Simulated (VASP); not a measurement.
A run of VASP 6.6.1 is set up as follows.

File POSCAR:

```
GaAs
1.0
    0.0000000000      2.8330831656      2.8330831656
    2.8330831656      0.0000000000      2.8330831656
    2.8330831656      2.8330831656      0.0000000000
Ga As
1 1
Direct
    0.0000000000      0.0000000000      0.0000000000
    0.2500000000      0.2500000000      0.2500000000
```

The input INCAR.step1:

```
PREC = Accurate ; ENCUT = 520
EDIFF = 1E-5 ; ISMEAR = -1
SIGMA = 0.02 ; LREAL = F
LASPH = T ; NELM = 150
ALGO = Normal ; ISIF = 2
LWAVE = T ; LCHARG = F
LNONCOLLINEAR = T ; MAGMOM = 0 0 0 0 0 0
LORBIT = 11 ; LSORBIT = T
GGA_COMPAT = F ; LORBMOM = T
GGA = PE ; NBANDS = 30
```

The input INCAR.step2:

```
PREC = Accurate ; ENCUT = 520
EDIFF = 1E-7 ; ISMEAR = -1
SIGMA = 0.02 ; LREAL = F
LASPH = T ; NELM = 150
ALGO = Normal ; ISIF = 2
LWAVE = F ; LCHARG = F
LNONCOLLINEAR = T ; MAGMOM = 0 0 0 0 0 0
LORBIT = 11 ; LSORBIT = T
GGA_COMPAT = F ; LORBMOM = T
GGA = PE ; LHFCALC = T
HFSCREEN = 0.2079 ; PRECFOCK = Normal
ISTART = 1 ; NBANDS = 30
```

KPOINTS

```
Automatic mesh
0
Gamma
  4 4 4
```

Potentials or basis: VASP PAW PBE potentials, release 64 (Ga_d, As).

Command:

```bash
$ cat potpaw_PBE.64/Ga_d/POTCAR potpaw_PBE.64/As/POTCAR > POTCAR
$ cp INCAR.step1 INCAR
$ mpirun -np 1 vasp_ncl > vasp.out
$ cp INCAR.step2 INCAR
$ mpirun -np 1 vasp_ncl > vasp.out
```

Problem. What does it give for the pressure?

Solution. 0.8 GPa.

Problem. Estimate the net moment.

Solution. 0.00 μB per cell.

Moments on the atoms (μB; x, y, z):
```
Ga  0.00 0.00 0.00
As  0.00 0.00 0.00
```

Caveat: the k points lie up to 0.48 Å⁻¹ apart; the PAW data sets were made with another functional, which shifts forces and pressure a little.
